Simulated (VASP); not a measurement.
Write the native input for VASP 6.6.1 that does the following.

```yaml
Task: single point
Functional: PBEsol-based screened hybrid with 25 % exact exchange
Potentials_or_basis: VASP PAW PBE potentials, release 64 (Cd, S)
Cutoff: 520 eV
k_mesh: 4 × 4 × 4
Occupations: fermi-dirac, width 0.05 eV
Spin: no spin polarisation
Dipole_correction: no
Grid_for_exact_exchange_PRECFOCK: Normal
Share_of_exact_exchange: 0.25
Further_INCAR_settings: ALGO = Normal; EDIFF = 1e-07; NBANDS = 16
Screening_parameter: 0.207 1/Å
```

Crystal: CdS.

```xyz
2
Lattice="0.0000 2.8570 2.8570 2.8570 0.0000 2.8570 2.8570 2.8570 0.0000" Properties=species:S:1:pos:R:3 pbc="T T T"
Cd    0.0000    0.0000    0.0000
S     4.2854    4.2854    4.2854
```

One way to write it, as run:

POSCAR

```
CdS
1.0
    0.0000000000      2.8569628861      2.8569628861
    2.8569628861      0.0000000000      2.8569628861
    2.8569628861      2.8569628861      0.0000000000
Cd S
1 1
Direct
    0.0000000000      0.0000000000      0.0000000000
    0.7500000000      0.7500000000      0.7500000000
```

INCAR.step1

```
PREC = Accurate
ENCUT = 520
EDIFF = 1E-5
ISMEAR = -1
SIGMA = 0.05
LREAL = F
LASPH = T
NELM = 100
ALGO = Normal
ISIF = 2
LWAVE = T
LCHARG = F
NBANDS = 16
GGA = PE
```

INCAR.step2

```
PREC = Accurate
ENCUT = 520
EDIFF = 1E-7
ISMEAR = -1
SIGMA = 0.05
LREAL = F
LASPH = T
NELM = 100
ALGO = Normal
ISIF = 2
LWAVE = F
LCHARG = F
GGA = PS
LHFCALC = T
AEXX = 0.25
HFSCREEN = 0.207
PRECFOCK = Normal
NBANDS = 16
ISTART = 1
```

KPOINTS

```
regular mesh
0
Gamma
  4 4 4
```

Potentials or basis: VASP PAW PBE potentials, release 64 (Cd, S).

Command:

```console
$ cat potpaw_PBE.64/Cd/POTCAR potpaw_PBE.64/S/POTCAR > POTCAR
$ cp INCAR.step1 INCAR
$ mpirun -np 1 vasp_std > vasp.out
$ cp INCAR.step2 INCAR
$ mpirun -np 1 vasp_std > vasp.out
```

Results of the run:

```
Pressure               : 4.6 GPa
Band gap on the k mesh : 2.18 eV
```

Caveat: the k points lie up to 0.48 Å⁻¹ apart; the PAW data sets were made with another functional, which shifts forces and pressure a little.

Run time: 8.3 min on 1 thread of Intel(R) Xeon(R) Platinum 8259CL CPU @ 2.50GHz (Skylake/Cascade Lake), on a shared host, peak memory 0.27 GiB.
